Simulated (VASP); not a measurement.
# BaTiO3 (Cmm2) in VASP: notebook, part 2 of 2

VASP 6.6.1. Earlier steps stand in the parts before.

### Step 3. Single point, PBE+U (biaxial strain in the a-b plane: -3.0 %, then relaxed in part)

Input file INCAR:

```
  PREC = Accurate
  ENCUT = 520
  EDIFF = 1E-6
  ISMEAR = 0
  SIGMA = 0.02
  LREAL = False
  LASPH = True
  NELM = 150
  ALGO = Normal
  ISIF = 2
  LWAVE = False
  LCHARG = False
  LMAXMIX = 4
  LDAU = True
  LDAUTYPE = 2
  LDAUL = -1 2 -1
  LDAUU = 0 4 0
  LDAUJ = 0 0 0
  LDAUPRINT = 1
  GGA = PE
  NBANDS = 28
```

Input file KPOINTS:

```
regular mesh
0
Gamma
  6 6 6
```

Input file POSCAR:

```
BaTiO3
1.0
    2.7747091852      1.6064995220      2.2726358575
   -2.7747091852      1.6064995220      2.2726358575
    0.0000000000     -3.5200024035      2.4882663475
Ba Ti O
1 1 3
Direct
   -0.0057778900     -0.0057778900      0.0197980616
    0.4942217468      0.4942217468      0.5338752126
    0.4942178999      0.9942192913      0.4797174300
    0.4942199518      0.4942199518      0.9579928657
    0.9942192913      0.4942178999      0.4797174300
```

Potentials or basis: VASP PAW PBE potentials, release 64 (Ba_sv, Ti_sv, O).

Run with:

```
cat potpaw_PBE.64/Ba_sv/POTCAR potpaw_PBE.64/Ti_sv/POTCAR potpaw_PBE.64/O/POTCAR > POTCAR
mpirun -np 1 vasp_std > vasp.out
```

OUTCAR:

```text
PREC = Accurate
   ENCUT = 520
   EDIFF = 1E-6
   ISMEAR = 0
   LREAL = False
   LASPH = True
   NELM = 150
   ISIF = 2
   GGA = PE

 ion  position               nearest neighbor table
   1  0.994  0.994  0.020-   4 2.79   4 2.79   3 2.79   5 2.79   3 2.79   5 2.79   4 2.80   4 2.80
                             5 3.05   3 3.05   3 3.05   5 3.05   2 3.48   2 3.48   2 3.48   2 3.48
   2  0.494  0.494  0.534-   4 1.83   3 1.98   5 1.98   3 1.98   5 1.98   1 3.48   1 3.48   1 3.48
                             1 3.48   1 3.55   1 3.55   1 3.56   1 3.56
   3  0.494  0.994  0.480-   2 1.98   2 1.98   1 2.79   1 2.79   1 3.05   1 3.05
   4  0.494  0.494  0.958-   2 1.83   1 2.79   1 2.79   1 2.80   1 2.80
   5  0.994  0.494  0.480-   2 1.98   2 1.98   1 2.79   1 2.79   1 3.05   1 3.05

  LATTYP: Found a base centered orthorhombic cell.
 ALAT       =     5.5494183704
 B/A-ratio  =     1.0030284915
 C/A-ratio  =     0.7767789215

  Lattice vectors:

 A1 = (   2.7747091852,  -1.6064995220,  -2.2726358575)
 A2 = (   2.7747091852,   1.6064995220,   2.2726358575)
 A3 = (   0.0000000000,  -3.5200024035,   2.4882663475)

Analysis of symmetry for initial positions (statically):
=====================================================================
 Subroutine PRICEL returns:
 Original cell was already a primitive cell.

 Routine SETGRP: Setting up the symmetry group for a
 base centered orthorhombic supercell.

 Subroutine GETGRP returns: Found  4 space group operations
 (whereof  2 operations were pure point group operations)
 out of a pool of  8 trial point group operations.

The static configuration has the point symmetry C_1h.
 The point group associated with its full space group is C_2v.

Analysis of symmetry for dynamics (positions and initial velocities):
=====================================================================
 Subroutine PRICEL returns:
[... 187 lines left out ...]
  o =  0.2411  v = -0.5772  0.0000  0.0000 -0.8166  0.0000  0.0000  0.0000  0.0000  0.0000  0.0000      0.0000  0.0000  0.0000  0.0000  0.0000  0.0000  0.0000  0.0000  0.0000  0.0000
  o =  0.2411  v =  0.0000  0.0000  0.0000  0.0000  0.0000 -0.5772  0.0000  0.0000 -0.8166  0.0000      0.0000  0.0000  0.0000  0.0000  0.0000  0.0000  0.0000  0.0000  0.0000  0.0000
  o =  0.2517  v =  0.0000  0.0000  0.0000  0.0000  0.0000  0.0000  0.8171  0.0010  0.0000  0.5765      0.0000  0.0000  0.0000  0.0000  0.0000  0.0000  0.0000  0.0000  0.0000  0.0000
  o =  0.2517  v =  0.0000  0.8171  0.0010  0.0000  0.5765  0.0000  0.0000  0.0000  0.0000  0.0000      0.0000  0.0000  0.0000  0.0000  0.0000  0.0000  0.0000  0.0000  0.0000  0.0000

 number of electron      40.0000006 magnetization

 Free energy of the ion-electron system (eV)
  ---------------------------------------------------
  ext. energy  EPLUGINS =         0.00000000
  ---------------------------------------------------
  free energy    TOTEN  =       -37.21207795 eV

  energy without entropy =      -37.21207795  energy(sigma->0) =      -37.21207795

 E-fermi :   4.0582     XC(G=0): -11.0353

 val. band max:        3.9696585018   @ k =   0.5000   0.5000   0.5000
 cond. band min:       6.2903682691   @ k =   0.0000   0.0000   0.0000
 fundamental gap:      2.3207097673
 Fermi energy:         4.0581592257

 k-point     1 :       0.0000    0.0000    0.0000
  band No.  band energies     occupation
      1     -53.7466      2.00000
      2     -30.0342      2.00000
      3     -29.9045      2.00000
      4     -29.9020      2.00000
      5     -21.3091      2.00000
      6     -13.2093      2.00000
[... 733 lines left out ...]
     27      11.7136      0.00000
     28      12.1434      0.00000

 [... further k-points ...]

------------------------ aborting loop because EDIFF is reached ----------------------------------------

  FORCE on cell =-STRESS in cart. coord.  units (eV):
  Direction    XX          YY          ZZ          XY          YZ          ZX
  --------------------------------------------------------------------------------------
  -------------------------------------------------------------------------------------
  Total        3.5082398      2.1238026      2.6637010      0.0000000      0.7628079      0.0000000
  in kB       84.4261040     51.1094980     64.1022022      0.0000000     18.3570407      0.0000000
  external PRESSURE =      66.5459347 kB  Pullay stress =       0.0000000 kB

 VOLUME and BASIS-vectors are now :
 -----------------------------------------------------------------------------
  energy-cutoff  :      520.00
  volume of cell :       66.58
      direct lattice vectors                 reciprocal lattice vectors
     2.774709185  1.606499522  2.272635858     0.180199065  0.103702978  0.146702435
    -2.774709185  1.606499522  2.272635858    -0.180199065  0.103702978  0.146702435
     0.000000000 -3.520002403  2.488266348     0.000000000 -0.189432379  0.133907518

 POSITION                                       TOTAL-FORCE (eV/Angst)
 -----------------------------------------------------------------------------------
      0.00000      3.12475      4.56827         0.000000      0.064259     -0.045424
      0.00000     -0.29131      3.57480         0.000000      0.491846     -0.347683
     -1.38736      0.70257      4.57634        -0.000000     -0.020971      0.014824
      0.00000     -1.78421      4.63011         0.000000     -0.514163      0.363458
      1.38736      0.70257      4.57634         0.000000     -0.020971      0.014824
 -----------------------------------------------------------------------------------
    total drift:                                0.000000      0.037610      0.052397

  FREE ENERGIE OF THE ION-ELECTRON SYSTEM (eV)
  ---------------------------------------------------
  free  energy   TOTEN  =       -37.2120779492 eV

  energy  without entropy=      -37.2120779492  energy(sigma->0) =      -37.21207795
```

Wall time 53 s (1 thread of AMD EPYC 9R45 (Zen 5), shared host); peak memory 0.21 GiB.

Results:

```yaml
Free_energy: -37.2121 eV
Pressure: 6.7 GPa
Largest_force: 0.630 eV/Å
Band_gap_on_the_k_mesh: 2.32 eV (least direct gap 2.97 eV)
```

Forces on the atoms (eV/Å):
```
Ba   0.000  0.064 -0.045
Ti   0.000  0.492 -0.348
O    0.000 -0.021  0.015
O    0.000 -0.514  0.363
O    0.000 -0.021  0.015
```

Levels at points of the mesh, in eV from the valence-band top:
```
           k point  band 17  band 18  band 19  band 20  band 21  band 22  band 23  band 24
(0.00, 0.00, 0.00)    -1.52    -1.17    -0.68    -0.65     2.32     2.88     2.89     4.14
(0.50, 0.00, 0.00)    -2.04    -1.82    -1.80    -1.53     2.99     3.93     3.97     4.01
(0.50, 0.50, 0.00)    -2.24    -1.10    -1.09    -0.05     3.74     4.02     4.03     4.50
(0.00, 0.00, 0.50)    -2.05    -2.03    -0.82    -0.79     2.44     3.75     3.75     4.22
(0.50, 0.00, 0.50)    -2.07    -1.41    -1.26    -0.70     3.78     4.01     4.06     4.90
(0.50, 0.50, 0.50)    -2.53    -0.63    -0.63     0.00     4.29     4.30     4.60     5.69
```

Eigenvalues of the final occupation matrices:
```tsv
site	spin	trace	eigenvalues
site 2 d	1	0.83	0.10 0.12 0.12 0.24 0.25
site 2 d	2	0.83	0.10 0.12 0.12 0.24 0.25
```

Caveat: the cell differs from its parent crystal (biaxial strain in the a-b plane: -3.0 %, then relaxed in part); the cell stands under pressure; spin-orbit coupling is left out, which moves the levels of the heavy elements. A k mesh can miss the band edges.
